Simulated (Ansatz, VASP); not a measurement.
**One calculation of BaTiO3, two programs**

File POSCAR:

```
BaTiO3
1.0
    4.0284437000      2.8697654700     -2.8799306400
    4.0284437000     -2.8697654700      2.8799306400
    0.0000000000     -2.8697654700     -2.8799306400
Ba Ti O
2 2 6
Direct
    0.0000000000      0.0000000000      0.0000000000
    0.5000000000      0.5000000000      0.0000000000
    0.9915000000      0.5085000000      0.4830000000
    0.4915000000      0.0085000000      0.4830000000
    0.7555000000      0.2445000000      0.5110000000
    0.2555000000      0.7445000000      0.5110000000
    0.7538350000      0.7461650000      0.4954700000
    0.2538350000      0.2461650000      0.4954700000
    0.9977350000      0.5022650000      0.0076700000
    0.4977350000      0.0022650000      0.0076700000
```

File INCAR.step1:

```
PREC = Accurate
ENCUT = 520
ISMEAR = -1
SIGMA = 0.1049
LREAL = F
LASPH = T
NELM = 150
LMAXMIX = 4
LDAU = T
LDAUTYPE = 2
LDAUL = -1 2 -1
LDAUU = 0 1.79 0
LDAUJ = 0 0 0
NBANDS = 51
GGA = PE
ALGO = Normal
EDIFF = 1E-4
LWAVE = T
LCHARG = F
```

File INCAR.step2:

```
PREC = Accurate
ENCUT = 520
EDIFF = 1E-6
ISMEAR = -1
SIGMA = 0.1049
LREAL = F
LASPH = T
NELM = 150
ALGO = Normal
ISIF = 2
LWAVE = F
LCHARG = T
LMAXMIX = 4
LDAU = T
LDAUTYPE = 2
LDAUL = -1 2 -1
LDAUU = 0 1.79 0
LDAUJ = 0 0 0
LDAUPRINT = 1
METAGGA = R2SCAN
LMIXTAU = T
LELF = T
LVHAR = T
NBANDS = 51
ISTART = 1
```

The input KPOINTS:

```
Automatic mesh
0
Gamma
  5 5 6
```

Input for Ansatz:

```yaml
crystal:
  lattice:
    - [-4.0284437, -2.86976547, 2.87993064]
    - [-4.0284437, 2.86976547, -2.87993064]
    - [0.0, 2.86976547, 2.87993064]
  atoms:
    - { symbol: Ba, position: [0.0, 0.0, 0.0] }
    - { symbol: Ba, position: [0.5, 0.5, 0.0] }
    - { symbol: Ti, position: [0.0085, 0.4915, 0.517] }
    - { symbol: Ti, position: [0.5085, 0.9915, 0.517] }
    - { symbol: O, position: [0.2445, 0.7555, 0.489] }
    - { symbol: O, position: [0.7445, 0.2555, 0.489] }
    - { symbol: O, position: [0.246165, 0.253835, 0.50453] }
    - { symbol: O, position: [0.746165, 0.753835, 0.50453] }
    - { symbol: O, position: [0.002265, 0.497735, 0.99233] }
    - { symbol: O, position: [0.502265, 0.997735, 0.99233] }
  symmetry: { tolerance: 0.0003 }
kpoints:
  mp_grid: { grid: [5, 5, 6], shift: [0, 0, 0] }
  band_path:
    path:
      - [0.0, 0.0, 0.0]
      - [0.5, -0.5, 0.5]
      - [0.49823829, -0.49823829, 0.50176171]
      - [-0.49823829, 0.49823829, 0.49823829]
      - [0.0, 0.0, 0.0]
      - [-0.5, -0.5, 0.0]
      - [-0.99823829, -0.00176171, 0.49823829]
      - [-0.00176171, -0.99823829, 0.50176171]
      - [0.0, -1.0, 0.5]
      - [0.5, -0.5, 0.5]
      - [0.0, 0.0, 0.0]
    npoints: 6
magnetization:
  spin_polarized: false
scf:
  occupations: { method: fermi_dirac, width: 0.1049 }
  lower_state_search: "off"
  max_iter: 200
hamiltonian:
  pseudopotentials: { kind: paw }
  xc: r2scan
  hubbard: { projectors: atomic, sites: [{ species: Ti, l: d, u_eff: 1.79 }] }
basis:
  ecutwfc: 500
  fft_grid_basis: typed
output:
  forces: true
  stress: true
  eigenvalues: true
  populations: true
  elf: true
  write_potential: true
  volumetric_format: npy
  dos:
    e_range: [-12, 8]
    de: 0.05
    projected: { site_lists: { Ba: [Ba], O: [O], Ti: [Ti] } }
checkpoint:
  read: saved_state
```

Alike in both runs: task single point; functional r2SCAN; k mesh 5 × 5 × 6; occupations fermi-dirac, width 0.1049 eV; no spin polarisation; Hubbard terms Ti d U = 1.79 eV.

```csv
,VASP,Ansatz
version,VASP 6.6.1,Ansatz 0.2.0
potentials or method,"VASP PAW PBE potentials, release 64 (Ba_sv, Ti_sv, O), cutoff 520 eV",PAW plane waves
valence electrons in the cell,80,80
```

```tsv
	VASP	Ansatz	Ansatz less VASP
pressure (GPa)	-3.1	-5.3	-2.16
rms of the force components (eV/Å)	0.135	0.184	+0.0493
```

VASP's potentials were made for PBE, not for r2SCAN. The programs project onto different local orbitals, so the same U acts differently, and such runs can settle in different states.

Neither program's run includes spin-orbit coupling.
